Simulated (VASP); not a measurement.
**Nb: single point with LDA+U**

The system is Nb.

```
Nb
1.0
    -1.67497    1.67497    1.67497
     1.67497   -1.67497    1.67497
     1.67497    1.67497   -1.67497
Nb
1
Direct
  0.00000 0.00000 0.00000
```

This cell differs from its parent crystal: volume scaled by 1.02.

```yaml
Program: VASP 6.6.1
Task: single point
Functional: LDA
Potentials_or_basis: VASP PAW LDA potentials, release 64 (Nb_sv)
Cutoff: 500 eV
k_mesh: 11 × 11 × 11
Occupations: methfessel-paxton, width 0.01 eV
Spin: no spin polarisation
Hubbard_terms: Nb d U = 4.0 eV
```

```json
{"Pressure": "-4.5 GPa"}
```

Levels at points of the mesh, in eV from the Fermi level:
| k point | band 4 | band 5 | band 6 | band 7 | band 8 | band 9 |
| --- | --- | --- | --- | --- | --- | --- |
| (0.00, 0.00, 0.00) | -30.41 | -6.34 | 0.51 | 0.51 | 0.51 | 3.52 |

Eigenvalues of the final occupation matrices:
| site | spin | trace | eigenvalues |
| --- | --- | --- | --- |
| site 1 d | 1 | 1.08 | 0.17 0.17 0.24 0.24 0.24 |
| site 1 d | 2 | 1.08 | 0.17 0.17 0.24 0.24 0.24 |

Wall time 4.1 s on 1 thread of Intel(R) Xeon(R) 6975P-C (Granite Rapids), with other jobs on the host, peak memory 0.13 GiB.

Caveat: U without spin polarisation on a metal has little footing; the U is typed as a test and isn't derived for this compound.
